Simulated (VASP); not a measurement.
# ScAl2 (Fd-3m) in VASP: further runs

The runs below take ScAl2 through single point, with r2SCAN.

Everything below comes from runs of VASP 6.6.1. Logs are shortened: lines on timing, memory, paths and dates and some standing lists are left out, and cuts for length are marked.

## (1) The cell of the first run

The structure is cubic, space group Fd-3m (No. 227). Conventional cell: a = 7.555 Å, b = 7.555 Å, c = 7.555 Å, α = 90.00°, β = 90.00°, γ = 90.00°. Within 4.1 Å of Sc (site symmetry -43m) lie 12 Al at 3.13 Å and 4 Sc at 3.27 Å. Within 3.5 Å of Al (site symmetry -3m) lie 6 Al at 2.67 Å and 6 Sc at 3.13 Å.

## (2) Single point, r2SCAN

Contents of POSCAR:

```
ScAl2
1.0
    0.0000000000      3.7776526849      3.7776526849
    3.7776526849      0.0000000000      3.7776526849
    3.7776526849      3.7776526849      0.0000000000
Sc Al
2 4
Direct
    0.5000000000      0.5000000000      0.5000000000
    0.7500000000      0.7500000000      0.7500000000
    0.1250000000      0.1250000000      0.1250000000
    0.6250000000      0.1250000000      0.1250000000
    0.1250000000      0.6250000000      0.1250000000
    0.1250000000      0.1250000000      0.6250000000
```

Contents of INCAR.step1:

```
SYSTEM = ScAl2
ALGO     = Normal         ! electronic algorithm
EDIFF    = 1E-4           ! SCF threshold, eV
ENCUT    = 520            ! plane-wave cutoff, eV
GGA      = PE             ! functional
ISMEAR   = 0              ! smearing method
LASPH    = .TRUE.         ! aspherical terms in the spheres
LCHARG   = .FALSE.        ! write CHGCAR
LREAL    = .FALSE.        ! projectors in reciprocal space
LWAVE    = .TRUE.         ! write WAVECAR
NBANDS   = 26             ! bands
NELM     = 100            ! most SCF steps
PREC     = Accurate       ! precision mode
SIGMA    = 0.02           ! smearing width, eV
```

Contents of INCAR.step2:

```
SYSTEM = ScAl2
ALGO     = Normal         ! electronic algorithm
EDIFF    = 1E-6           ! SCF threshold, eV
ENCUT    = 520            ! plane-wave cutoff, eV
ISIF     = 2              ! what is computed and relaxed
ISMEAR   = 0              ! smearing method
ISTART   = 1            
LASPH    = .TRUE.         ! aspherical terms in the spheres
LCHARG   = .FALSE.        ! write CHGCAR
LMIXTAU  = .TRUE.       
LREAL    = .FALSE.        ! projectors in reciprocal space
LWAVE    = .FALSE.        ! write WAVECAR
METAGGA  = R2SCAN         ! meta-GGA
NBANDS   = 26             ! bands
NELM     = 100            ! most SCF steps
PREC     = Accurate       ! precision mode
SIGMA    = 0.02           ! smearing width, eV
```

Contents of KPOINTS:

```
k-points
0
G
  8 8 8
  0 0 0
```

Potentials or basis: VASP PAW PBE potentials, release 64 (Sc_sv, Al).

Launch:

```console
> cat potpaw_PBE.64/Sc_sv/POTCAR potpaw_PBE.64/Al/POTCAR > POTCAR
> cp INCAR.step1 INCAR
> mpirun -np 1 vasp_std > vasp.out
> cp INCAR.step2 INCAR
> mpirun -np 1 vasp_std > vasp.out
```

OUTCAR:

```text
SYSTEM = ScAl2
   EDIFF = 1E-6
   ENCUT = 520
   ISIF = 2
   ISMEAR = 0
   ISTART = 1
   LASPH = .TRUE.
   LREAL = .FALSE.
   METAGGA = R2SCAN
   NELM = 100
   PREC = Accurate

 ion  position               nearest neighbor table
   1  0.500  0.500  0.500-   5 3.13   4 3.13   3 3.13   3 3.13   3 3.13   6 3.13   6 3.13   4 3.13
                             5 3.13   4 3.13   5 3.13   6 3.13   2 3.27   2 3.27   2 3.27   2 3.27
   2  0.750  0.750  0.750-   3 3.13   4 3.13   5 3.13   4 3.13   4 3.13   5 3.13   3 3.13   5 3.13
                             6 3.13   3 3.13   6 3.13   6 3.13   1 3.27   1 3.27   1 3.27   1 3.27
   3  0.125  0.125  0.125-   4 2.67   5 2.67   6 2.67   6 2.67   5 2.67   4 2.67   1 3.13   2 3.13
                             1 3.13   2 3.13   1 3.13   2 3.13
   4  0.625  0.125  0.125-   3 2.67   6 2.67   5 2.67   3 2.67   5 2.67   6 2.67   2 3.13   1 3.13
                             2 3.13   1 3.13   1 3.13   2 3.13
   5  0.125  0.625  0.125-   3 2.67   6 2.67   3 2.67   4 2.67   6 2.67   4 2.67   1 3.13   2 3.13
                             2 3.13   1 3.13   1 3.13   2 3.13
   6  0.125  0.125  0.625-   3 2.67   3 2.67   4 2.67   5 2.67   5 2.67   4 2.67   1 3.13   2 3.13
                             1 3.13   2 3.13   1 3.13   2 3.13

  LATTYP: Found a face centered cubic cell.
 ALAT       =     7.5553053698

  Lattice vectors:

 A1 = (   0.0000000000,   3.7776526849,   3.7776526849)
 A2 = (   3.7776526849,   0.0000000000,   3.7776526849)
 A3 = (   3.7776526849,   3.7776526849,   0.0000000000)

Analysis of symmetry for initial positions (statically):
=====================================================================
 Subroutine PRICEL returns:
 Original cell was already a primitive cell.

 Routine SETGRP: Setting up the symmetry group for a
 face centered cubic supercell.

 Subroutine GETGRP returns: Found 48 space group operations
 (whereof 24 operations were pure point group operations)
 out of a pool of 48 trial point group operations.

The static configuration has the point symmetry T_d .
 The point group associated with its full space group is O_h .

Analysis of symmetry for dynamics (positions and initial velocities):
=====================================================================
 Subroutine PRICEL returns:
 Original cell was already a primitive cell.

 Routine SETGRP: Setting up the symmetry group for a
 face centered cubic supercell.

 Subroutine GETGRP returns: Found 48 space group operations
 (whereof 24 operations were pure point group operations)
[... 114 lines left out ...]
   NSW    =      0    number of steps for IOM
   IBRION =     -1    ionic relax: 0-MD 1-quasi-New 2-CG
   NFREE  =      0    steps in history (QN), initial steepest desc. (CG)
   ISIF   =      2    stress and relaxation
   ISYM   =      2    0-nonsym 1-usesym 2-fastsym
   POTIM  = 0.5000    time-step for ionic-motion
   TEBEG  =    0.0;   TEEND  =   0.0 temperature during run
   PSTRESS=    0.0 pullay stress
   NELECT =      34.0000    total number of electrons
   NUPDOWN=      -1.0000    fix difference up-down
   EMIN   =  10.00;   EMAX   =-10.00  energy-range for DOS
   EFERMI =   0.00;   METHOD = LEGACY
   ISMEAR =     0;   SIGMA  =   0.02  broadening in eV -4-tet -1-fermi 0-gaus
   EFERMI_NEDOS =   21; number of points for ismear=-14 and -15
   IALGO  =     38    algorithm
   IMIX   =      4    mixing-type and parameters
     AMIX     =   0.40;   BMIX     =  1.00
     AMIX_MAG =   1.60;   BMIX_MAG =  1.00
  volume/ion in A,a.u.               =      17.97       121.27
  Fermi-wavevector in a.u.,A,eV,Ry     =   1.114301  2.105723 16.893895  1.241666
  Thomas-Fermi vector in A             =   2.250894
   LORBIT       =      0    0 simple, 1 ext, 2 COOP (PROOUT), +10 PAW based schemes
   METAGGA = R2SCAN    functional components
   LHFCALC =     F    Hartree Fock is set to
   AEXX    =    0.0000 exact exchange contribution
   IVDW    =     0    specifies the selected vdW correction
   LEPSILON=     F    determine dielectric tensor
   LRPA    =     F    only Hartree local field effects (RPA)
 non-spin polarized calculation
 Gauss-broadening in eV      SIGMA  =   0.02
  energy-cutoff  :      520.00
  volume of cell :      107.82
 maximum number of plane-waves:      2936
   NGX = 19   NGY = 19   NGZ = 19

 number of electron      33.9999997 magnetization

 Free energy of the ion-electron system (eV)
  ---------------------------------------------------
  ext. energy  EPLUGINS =         0.00000000
  ---------------------------------------------------
  free energy    TOTEN  =       -52.89925900 eV

  energy without entropy =      -52.89769503  energy(sigma->0) =      -52.89847701

 E-fermi :   6.5609     XC(G=0): -11.0192

 val. band max:        6.4971649748   @ k =  -0.2500   0.1250   0.0000
 cond. band min:       6.5637721625   @ k =  -0.3750   0.3750   0.1250
 fundamental gap:      0.0666071877
 Fermi energy:         6.5608698343

 k-point     1 :       0.0000    0.0000    0.0000
  band No.  band energies     occupation
      1     -44.9398      2.00000
      2     -44.8991      2.00000
      3     -22.6525      2.00000
      4     -22.6525      2.00000
      5     -22.6525      2.00000
      6     -22.5422      2.00000
[... 685 lines left out ...]
     25       9.9592      0.00000
     26      10.3746      0.00000

 [... further k-points ...]

------------------------ aborting loop because EDIFF is reached ----------------------------------------

  FORCE on cell =-STRESS in cart. coord.  units (eV):
  Direction    XX          YY          ZZ          XY          YZ          ZX
  --------------------------------------------------------------------------------------
  -------------------------------------------------------------------------------------
  Total        0.0037813      0.0037813      0.0037813      0.0000000      0.0000000     -0.0000000
  in kB        0.0561892      0.0561892      0.0561892      0.0000000      0.0000000     -0.0000000
  external PRESSURE =       0.0561892 kB  Pullay stress =       0.0000000 kB

 VOLUME and BASIS-vectors are now :
 -----------------------------------------------------------------------------
  energy-cutoff  :      520.00
  volume of cell :      107.82
      direct lattice vectors                 reciprocal lattice vectors
     0.000000000  3.777652685  3.777652685    -0.132357324  0.132357324  0.132357324
     3.777652685  0.000000000  3.777652685     0.132357324 -0.132357324  0.132357324
     3.777652685  3.777652685  0.000000000     0.132357324  0.132357324 -0.132357324

 POSITION                                       TOTAL-FORCE (eV/Angst)
 -----------------------------------------------------------------------------------
      3.77765      3.77765      3.77765         0.000000      0.000000      0.000000
      5.66648      5.66648      5.66648        -0.000000     -0.000000     -0.000000
      0.94441      0.94441      0.94441         0.000000      0.000000     -0.000000
      0.94441      2.83324      2.83324        -0.000000      0.000000     -0.000000
      2.83324      0.94441      2.83324        -0.000000      0.000000     -0.000000
      2.83324      2.83324      0.94441         0.000000      0.000000     -0.000000
 -----------------------------------------------------------------------------------
    total drift:                               -0.000000     -0.000000      0.000000

  FREE ENERGIE OF THE ION-ELECTRON SYSTEM (eV)
  ---------------------------------------------------
  free  energy   TOTEN  =       -52.8992590035 eV

  energy  without entropy=      -52.8976950254  energy(sigma->0) =      -52.89847701
```

Run time: 5.7 min. Hardware: 1 thread of AMD EPYC 7R43 (Zen 3), shared host; peak memory 0.25 GiB.

What came out:

| Property | Result |
| --- | --- |
| Free energy | -52.8993 eV |
| Pressure | 0.0 GPa |
| Band gap on the k mesh | zero (band 17 reaches 7.32 eV, above the bottom of band 18 at 4.73 eV) |

Caveat: the PAW data sets were made with another functional, which shifts forces and pressure a little.

## (3) Single point, r2SCAN

POSCAR is that of step 2.

Contents of INCAR.step1:

```
SYSTEM = ScAl2
PREC     = Accurate       ! precision mode
ENCUT    = 520            ! plane-wave cutoff, eV
ISMEAR   = -1             ! smearing method
SIGMA    = 0.1            ! smearing width, eV
LREAL    = .FALSE.        ! projectors in reciprocal space
LASPH    = .TRUE.         ! aspherical terms in the spheres
NELM     = 60             ! most SCF steps
NBANDS   = 26             ! bands
GGA      = PE             ! functional
ALGO     = Normal         ! electronic algorithm
EDIFF    = 1E-4           ! SCF threshold, eV
LWAVE    = .TRUE.         ! write WAVECAR
LCHARG   = .FALSE.        ! write CHGCAR
```

Contents of INCAR.step2:

```
SYSTEM = ScAl2
PREC     = Accurate       ! precision mode
ENCUT    = 520            ! plane-wave cutoff, eV
EDIFF    = 1E-6           ! SCF threshold, eV
ISMEAR   = -1             ! smearing method
SIGMA    = 0.1            ! smearing width, eV
LREAL    = .FALSE.        ! projectors in reciprocal space
LASPH    = .TRUE.         ! aspherical terms in the spheres
NELM     = 60             ! most SCF steps
ALGO     = Normal         ! electronic algorithm
ISIF     = 2              ! what is computed and relaxed
LWAVE    = .FALSE.        ! write WAVECAR
LCHARG   = .FALSE.        ! write CHGCAR
METAGGA  = R2SCAN         ! meta-GGA
LMIXTAU  = .TRUE.       
NBANDS   = 26             ! bands
ISTART   = 1
```

Contents of KPOINTS:

```
regular mesh
0
G
  8 8 8
  0 0 0
```

Potentials or basis: VASP PAW PBE potentials, release 64 (Sc_sv, Al).

Launch:

```console
> cat potpaw_PBE.64/Sc_sv/POTCAR potpaw_PBE.64/Al/POTCAR > POTCAR
> cp INCAR.step1 INCAR
> mpirun -np 1 vasp_std > vasp.out
> cp INCAR.step2 INCAR
> mpirun -np 1 vasp_std > vasp.out
```

Wall time 6.4 min (1 thread of AMD EPYC 7R43 (Zen 3), shared host); peak memory 0.25 GiB.

It converged, with:

* Free energy: -52.9638 eV
* Pressure: 0.1 GPa
* Band gap on the k mesh: zero (band 17 reaches 7.33 eV, above the bottom of band 18 at 4.73 eV)

Levels at points of the mesh, in eV from the Fermi level:
| k point | band 14 | band 15 | band 16 | band 17 | band 18 | band 19 | band 20 | band 21 |
| --- | --- | --- | --- | --- | --- | --- | --- | --- |
| (0.00, 0.00, 0.00) | -2.53 | -2.53 | -2.53 | -1.85 | -1.85 | 0.40 | 2.21 | 2.21 |
| (0.50, 0.00, 0.00) | -2.11 | -2.11 | -0.37 | -0.16 | -0.16 | 1.77 | 1.77 | 1.96 |
| (0.50, 0.50, 0.00) | -3.85 | 0.27 | 0.27 | 0.76 | 0.76 | 0.87 | 0.87 | 1.08 |

Caveat: the PAW data sets were made with another functional, which shifts forces and pressure a little.
